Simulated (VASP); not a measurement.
# Sb in VASP: further runs

Runs on Sb. Level: PBEsol. Tasks: single point.

All numbers are computed with VASP 6.6.1; they aren't measurements. Logs are shortened: lines on timing, memory, paths and dates and some standing lists are left out, and cuts for length are marked.

### Step 1. The cell of the first run

The typed cell holds 2 atoms: a = 3.122 Å, b = 4.348 Å, c = 4.406 Å, α = 90.00°, β = 90.51°, γ = 90.00°.

### Step 2. Single point, PBEsol (atoms moved at random)

File INCAR:

```
SYSTEM = Sb
PREC     = Accurate       ! precision mode
ENCUT    = 520            ! plane-wave cutoff, eV
EDIFF    = 1E-6           ! SCF threshold, eV
ISMEAR   = -1             ! smearing method
SIGMA    = 0.05           ! smearing width, eV
LREAL    = .FALSE.        ! projectors in reciprocal space
LASPH    = .TRUE.         ! aspherical terms in the spheres
NELM     = 100            ! most SCF steps
ALGO     = Normal         ! electronic algorithm
ISIF     = 2              ! what is computed and relaxed
LWAVE    = .FALSE.        ! write WAVECAR
LCHARG   = .FALSE.        ! write CHGCAR
GGA      = PS             ! functional
NBANDS   = 12             ! bands
```

File KPOINTS:

```
regular mesh
0
G
  9 6 6
  0 0 0
```

File POSCAR:

```
Sb
1.0
    3.1224020000      0.0000000000      0.0000000000
    0.0000000000      4.3475180000      0.0000000000
   -0.0389150000      0.0000000000      4.4058520000
Sb
2
Direct
    0.0121760000      0.2614880000      0.2426090000
    1.0015420000      0.7464850000      0.7653540000
```

Potentials or basis: VASP PAW PBE potentials, release 64 (Sb).

On the command line:

```bash
$ cat potpaw_PBE.64/Sb/POTCAR > POTCAR
$ mpirun -np 1 vasp_std > vasp.out
```

OUTCAR:

```text
SYSTEM = Sb
   PREC = Accurate
   ENCUT = 520
   EDIFF = 1E-6
   ISMEAR = -1
   LREAL = .FALSE.
   LASPH = .TRUE.
   NELM = 100
   ISIF = 2
   GGA = PS

 ion  position               nearest neighbor table
   1  0.012  0.261  0.243-   2 2.98   2 3.07   2 3.12   2 3.21
   2  0.002  0.746  0.765-   1 2.98   1 3.07   1 3.12   1 3.21

  LATTYP: Found a simple monoclinic cell.
 ALAT       =     3.1224020000
 B/A-ratio  =     1.3923633152
 C/A-ratio  =     1.4111007668
 COS(beta)  =    -0.0088322263

  Lattice vectors:

 A1 = (   3.1224020000,   0.0000000000,   0.0000000000)
 A2 = (   0.0000000000,   4.3475180000,   0.0000000000)
 A3 = (  -0.0389150000,   0.0000000000,   4.4058520000)

Analysis of symmetry for initial positions (statically):
=====================================================================
 Subroutine PRICEL returns:
 Original cell was already a primitive cell.

 Routine SETGRP: Setting up the symmetry group for a
 simple monoclinic supercell.

 Subroutine GETGRP returns: Found  2 space group operations
 (whereof  1 operations were pure point group operations)
 out of a pool of  4 trial point group operations.

The static configuration has the point symmetry C_1 .
 The point group associated with its full space group is S_2 .

Analysis of symmetry for dynamics (positions and initial velocities):
=====================================================================
 Subroutine PRICEL returns:
 Original cell was already a primitive cell.

 Routine SETGRP: Setting up the symmetry group for a
 simple monoclinic supercell.

 Subroutine GETGRP returns: Found  2 space group operations
 (whereof  1 operations were pure point group operations)
 out of a pool of  4 trial point group operations.

The dynamic configuration has the point symmetry C_1 .
 The point group associated with its full space group is S_2 .

 Subroutine INISYM returns: Found  2 space group operations
 (whereof  1 operations are pure point group operations),
 and found     1 'primitive' translations

----------------------------------------------------------------------------------------

                                     Primitive cell

  volume of cell :      59.8081

  direct lattice vectors                    reciprocal lattice vectors
     3.122402000  0.000000000  0.000000000     0.320266257  0.000000000  0.002828774
     0.000000000  4.347518000  0.000000000     0.000000000  0.230016299  0.000000000
    -0.038915000  0.000000000  4.405852000     0.000000000  0.000000000  0.226970856

  length of vectors
     3.122402000  4.347518000  4.406023856     0.320278749  0.230016299  0.226970856

  position of ions in fractional coordinates (direct lattice)
     0.012176000  0.261488000  0.242609000
     0.001542000  0.746485000  0.765354000

  ion indices of the primitive-cell ions
   primitive index   ion index
                 1           1
                 2           2

----------------------------------------------------------------------------------------

 KPOINTS: regular mesh

Automatic generation of k-mesh.
 Grid dimensions read from file:
 generate k-points for:    9    6    6

 Generating k-lattice:

  Cartesian coordinates                     Fractional coordinates (reciprocal lattice)
     0.035585140  0.000000000  0.000314308     0.111111111  0.000000000  0.000000000
     0.000000000  0.038336050  0.000000000     0.000000000  0.166666667  0.000000000
     0.000000000  0.000000000  0.037828476     0.000000000  0.000000000  0.166666667

  Length of vectors
     0.035586528  0.038336050  0.037828476

  Shift w.r.t. Gamma in fractional coordinates (k-lattice)
     0.000000000  0.000000000  0.000000000

 Subroutine IBZKPT returns following result:
 ===========================================

 Found    164 irreducible k-points:

 Following reciprocal coordinates:
            Coordinates               Weight
  0.000000  0.000000  0.000000      1.000000
  0.111111  0.000000  0.000000      2.000000
  0.222222  0.000000  0.000000      2.000000
  0.333333  0.000000  0.000000      2.000000
  0.444444  0.000000  0.000000      2.000000
  0.000000  0.166667  0.000000      2.000000
[... 16 lines left out ...]
 -0.444444  0.333333 -0.000000      2.000000
  0.000000  0.500000  0.000000      1.000000
 [... further k-points ...]
   k-points           NKPTS =    164   k-points in BZ     NKDIM =    164   number of bands    NBANDS=     12
   number of dos      NEDOS =    301   number of ions     NIONS =      2
   total plane-waves  NPLWV =  27648
   dimension x,y,z NGX =    24 NGY =   32 NGZ =   36
   dimension x,y,z NGXF=    48 NGYF=   64 NGZF=   72
   ions per type =               2
   NGX,Y,Z   is equivalent  to a cutoff of  12.78, 12.24, 13.58 a.u.
   NGXF,Y,Z  is equivalent  to a cutoff of  25.56, 24.47, 27.17 a.u.
 SYSTEM =  Sb
   PREC   = accura    normal or accurate (medium, high low for compatibility)
   ISTART =      0    job   : 0-new  1-cont  2-samecut
   ICHARG =      2    charge: 1-file 2-atom 10-const
   ISPIN  =      1    spin polarized calculation?
   LNONCOLLINEAR =      F non collinear calculations
   LSORBIT =      F    spin-orbit coupling
   LASPH  =      T    aspherical Exc in radial PAW
   ENCUT  =  520.0 eV  38.22 Ry    6.18 a.u.   5.81  8.08  8.19*2*pi/ulx,y,z
   NELM   =    100;   NELMIN=  2; NELMDL= -5     # of ELM steps
   EDIFF  = 0.1E-05   stopping-criterion for ELM
   LREAL  =      F    real-space projection
   EDIFFG = 0.1E-04   stopping-criterion for IOM
   NSW    =      0    number of steps for IOM
   IBRION =     -1    ionic relax: 0-MD 1-quasi-New 2-CG
   NFREE  =      0    steps in history (QN), initial steepest desc. (CG)
   ISIF   =      2    stress and relaxation
   ISYM   =      2    0-nonsym 1-usesym 2-fastsym
   POTIM  = 0.5000    time-step for ionic-motion
   TEBEG  =    0.0;   TEEND  =   0.0 temperature during run
   PSTRESS=    0.0 pullay stress
   NELECT =      10.0000    total number of electrons
   NUPDOWN=      -1.0000    fix difference up-down
   EMIN   =  10.00;   EMAX   =-10.00  energy-range for DOS
   EFERMI =   0.00;   METHOD = LEGACY
   ISMEAR =    -1;   SIGMA  =   0.05  broadening in eV -4-tet -1-fermi 0-gaus
   EFERMI_NEDOS =   21; number of points for ismear=-14 and -15
   IALGO  =     38    algorithm
   IMIX   =      4    mixing-type and parameters
     AMIX     =   0.40;   BMIX     =  1.00
     AMIX_MAG =   1.60;   BMIX_MAG =  1.00
  volume/ion in A,a.u.               =      29.90       201.80
  Fermi-wavevector in a.u.,A,eV,Ry     =   0.901893  1.704330 11.067117  0.813410
  Thomas-Fermi vector in A             =   2.025029
   LORBIT       =      0    0 simple, 1 ext, 2 COOP (PROOUT), +10 PAW based schemes
   GGA     = PS    functional components
   LHFCALC =     F    Hartree Fock is set to
   AEXX    =    0.0000 exact exchange contribution
   IVDW    =     0    specifies the selected vdW correction
   LEPSILON=     F    determine dielectric tensor
   LRPA    =     F    only Hartree local field effects (RPA)
 non-spin polarized calculation
  energy-cutoff  :      520.00
  volume of cell :       59.81
 maximum number of plane-waves:      1642
   NGX = 11   NGY = 17   NGZ = 17

 number of electron      10.0000000 magnetization

 Free energy of the ion-electron system (eV)
  ---------------------------------------------------
  ext. energy  EPLUGINS =         0.00000000
  ---------------------------------------------------
  free energy    TOTEN  =        -9.03380819 eV

  energy without entropy =       -9.02035805  energy(sigma->0) =       -9.02708312

 E-fermi :   7.0773     XC(G=0):  -9.7403

 val. band max:        7.0743091367   @ k =   0.4444   0.3333  -0.1667
 cond. band min:       7.0780063456   @ k =   0.0000   0.1667  -0.3333
 fundamental gap:      0.0036972089
 Fermi energy:         7.0773131192

 k-point     1 :       0.0000    0.0000    0.0000
  band No.  band energies     occupation
      1      -5.4495      2.00000
      2      -0.3585      2.00000
      3       3.3770      2.00000
      4       3.5147      2.00000
      5       8.9351      0.00000
      6      10.0283      0.00000
      7      10.3121      0.00000
      8      10.4698      0.00000
      9      13.7786      0.00000
     10      13.9818      0.00000
     11      14.1757      0.00000
     12      15.0758      0.00000

 k-point     2 :       0.1111    0.0000    0.0000
  band No.  band energies     occupation
      1      -5.2750      2.00000
      2      -0.1765      2.00000
      3       3.5391      2.00000
      4       3.6768      2.00000
      5       8.1979      0.00000
      6       9.1028      0.00000
      7      10.4820      0.00000
      8      10.6389      0.00000
      9      12.6264      0.00000
     10      14.1217      0.00000
     11      14.7506      0.00000
     12      16.3668      0.00000

 k-point     3 :       0.2222    0.0000    0.0000
  band No.  band energies     occupation
      1      -4.7663      2.00000
      2       0.3647      2.00000
      3       3.9943      2.00000
      4       4.1325      2.00000
      5       5.5189      2.00000
      6       9.5969      0.00000
      7      10.0174      0.00000
      8      10.9644      0.00000
      9      11.1197      0.00000
     10      14.5318      0.00000
     11      15.0043      0.00000
     12      15.1636      0.00000
[... 286 lines left out ...]
 k-point    23 :      -0.4444    0.3333   -0.0000
  band No.  band energies     occupation
      1      -2.4276      2.00000
      2      -0.0615      2.00000
      3       2.3843      2.00000
      4       4.3690      2.00000
      5       6.1745      2.00000
      6       6.9791      1.75379
      7       9.1780      0.00000
      8       9.7294      0.00000
      9      11.8199      0.00000
     10      12.6384      0.00000
     11      14.1075      0.00000
     12      14.5589      0.00000

 k-point    24 :       0.0000    0.5000    0.0000
  band No.  band energies     occupation
      1      -3.8201      2.00000
      2      -3.4656      2.00000
      3       5.3116      2.00000
      4       5.6229      2.00000
      5       6.1491      2.00000
      6       6.1672      2.00000
      7      11.5775      0.00000
      8      11.8805      0.00000
      9      15.0049      0.00000
     10      15.1794      0.00000
     11      15.9163      0.00000
     12      16.1542      0.00000

 [... further k-points ...]

------------------------ aborting loop because EDIFF is reached ----------------------------------------

  FORCE on cell =-STRESS in cart. coord.  units (eV):
  Direction    XX          YY          ZZ          XY          YZ          ZX
  --------------------------------------------------------------------------------------
  -------------------------------------------------------------------------------------
  Total       -0.5382334     -0.8476485     -0.7601709      0.0045364     -0.1623305      0.0332452
  in kB      -14.4185334    -22.7073405    -20.3639361      0.1215230     -4.3486115      0.8905935
  external PRESSURE =     -19.1632700 kB  Pullay stress =       0.0000000 kB

 VOLUME and BASIS-vectors are now :
 -----------------------------------------------------------------------------
  energy-cutoff  :      520.00
  volume of cell :       59.81
      direct lattice vectors                 reciprocal lattice vectors
     3.122402000  0.000000000  0.000000000     0.320266257  0.000000000  0.002828774
     0.000000000  4.347518000  0.000000000     0.000000000  0.230016299  0.000000000
    -0.038915000  0.000000000  4.405852000     0.000000000  0.000000000  0.226970856

 POSITION                                       TOTAL-FORCE (eV/Angst)
 -----------------------------------------------------------------------------------
      0.02858      1.13682      1.06890        -0.013343     -0.088791      0.065837
     -0.02497      3.24536      3.37204         0.013343      0.088791     -0.065837
 -----------------------------------------------------------------------------------
    total drift:                               -0.000000      0.000000      0.000001

  FREE ENERGIE OF THE ION-ELECTRON SYSTEM (eV)
  ---------------------------------------------------
  free  energy   TOTEN  =        -9.0338081902 eV

  energy  without entropy=       -9.0203580541  energy(sigma->0) =       -9.02708312
```

Wall time 66 s (1 thread of Intel Xeon 8259CL, shared host); peak memory 0.24 GiB.

Results:

```yaml
Free_energy: -9.0338 eV
Pressure: -1.9 GPa
Largest_force: 0.111 eV/Å
Band_gap_on_the_k_mesh: zero (bands 5 and 6 overlap by 8.28 eV)
```

Forces in eV/Å, atoms in the order of the input:
```
Sb  -0.013 -0.089  0.066
Sb   0.013  0.089 -0.066
```

Levels at points of the mesh, in eV from the Fermi level:
```
           k point  band 2  band 3  band 4  band 5  band 6  band 7  band 8  band 9
(0.00, 0.00, 0.00)   -7.44   -3.70   -3.56    1.86    2.95    3.23    3.39    6.70
(0.00, 0.50, 0.00)  -10.54   -1.77   -1.45   -0.93   -0.91    4.50    4.80    7.93
(0.00, 0.00, 0.50)  -10.48   -1.74   -1.21   -0.87   -0.81    4.39    4.86    7.64
(0.00, 0.50, 0.50)  -10.04   -5.71   -5.67    4.96    5.01    5.25    5.29    8.82
```

Caveat: the cell differs from its parent crystal (atoms moved at random); the PAW data sets were made with another functional, which shifts forces and pressure a little; spin-orbit coupling is left out, which moves the levels of the heavy elements.

### Step 3. Single point, PBEsol

File INCAR:

```
SYSTEM = Sb
PREC = Accurate
ENCUT = 520
EDIFF = 1E-6
ISMEAR = -1
SIGMA = 0.05
LREAL = .False.
LASPH = .True.
NELM = 100
ALGO = Normal
ISIF = 2
LWAVE = .False.
LCHARG = .False.
GGA = PS
NBANDS = 12
```

File KPOINTS:

```
Automatic mesh
0
Gamma
  6 4 4
  0 0 0
```

File POSCAR:

```
Sb
1.0
    3.1224020000      0.0000000000      0.0000000000
    0.0000000000      4.3475180000      0.0000000000
   -0.0389150000      0.0000000000      4.4058520000
Sb
2
Direct
    0.0113890000      0.2500000000      0.2411660000
    0.9886110000      0.7500000000      0.7588340000
```

Potentials or basis: VASP PAW PBE potentials, release 64 (Sb).

On the command line:

```bash
$ cat potpaw_PBE.64/Sb/POTCAR > POTCAR
$ mpirun -np 1 vasp_std > vasp.out
```

Wall time 6.4 s (1 thread of Intel Xeon 6975P-C (Granite Rapids), shared host); peak memory 0.17 GiB.

It converged, with:

- Free energy: -9.0791 eV
- Pressure: -1.8 GPa
- Largest force: 0.065 eV/Å
- Band gap on the k mesh: zero (bands 5 and 6 overlap by 8.59 eV)

Forces on the atoms (eV/Å):
```
Sb  -0.032  0.000  0.056
Sb   0.032  0.000 -0.056
```

Stress tensor (GPa, compression positive):
```
-5.73  0.00  0.05
 0.00  0.36  0.00
 0.05  0.00 -0.03
```

Levels at points of the mesh, in eV from the Fermi level:
| k point | band 1 | band 2 | band 3 | band 4 | band 5 | band 6 | band 7 | band 8 | band 9 | band 10 |
| --- | --- | --- | --- | --- | --- | --- | --- | --- | --- | --- |
| (0.00, 0.00, 0.00) | -12.33 | -7.26 | -3.51 | -3.38 | 2.13 | 3.15 | 3.37 | 3.51 | 6.77 | 7.08 |
| (0.50, 0.00, 0.00) | -9.99 | -5.53 | -4.48 | -1.65 | -1.52 | -1.45 | 4.59 | 4.87 | 4.88 | 5.41 |
| (0.00, 0.50, 0.00) | -10.53 | -10.53 | -1.37 | -1.37 | -0.80 | -0.80 | 4.84 | 4.84 | 8.20 | 8.20 |
| (0.50, 0.50, 0.00) | -8.15 | -8.15 | -3.85 | -3.85 | 0.59 | 0.59 | 1.56 | 1.56 | 5.57 | 5.57 |
| (0.00, 0.00, 0.50) | -10.78 | -10.35 | -1.47 | -0.94 | -0.84 | -0.67 | 4.62 | 5.00 | 7.86 | 8.05 |
| (0.50, 0.00, 0.50) | -8.41 | -7.95 | -4.04 | -3.72 | 0.44 | 1.02 | 1.58 | 1.68 | 5.53 | 5.84 |
| (0.00, 0.50, 0.50) | -9.88 | -9.88 | -5.52 | -5.52 | 5.17 | 5.17 | 5.43 | 5.43 | 9.09 | 9.09 |
| (0.50, 0.50, 0.50) | -7.40 | -7.40 | -3.52 | -3.52 | -3.42 | -3.42 | 2.17 | 2.17 | 7.42 | 7.42 |

Caveat: the k points lie up to 0.36 Å⁻¹ apart, too coarse for converged energies and pressures of a metal; the PAW data sets were made with another functional, which shifts forces and pressure a little; spin-orbit coupling is left out, which moves the levels of the heavy elements.
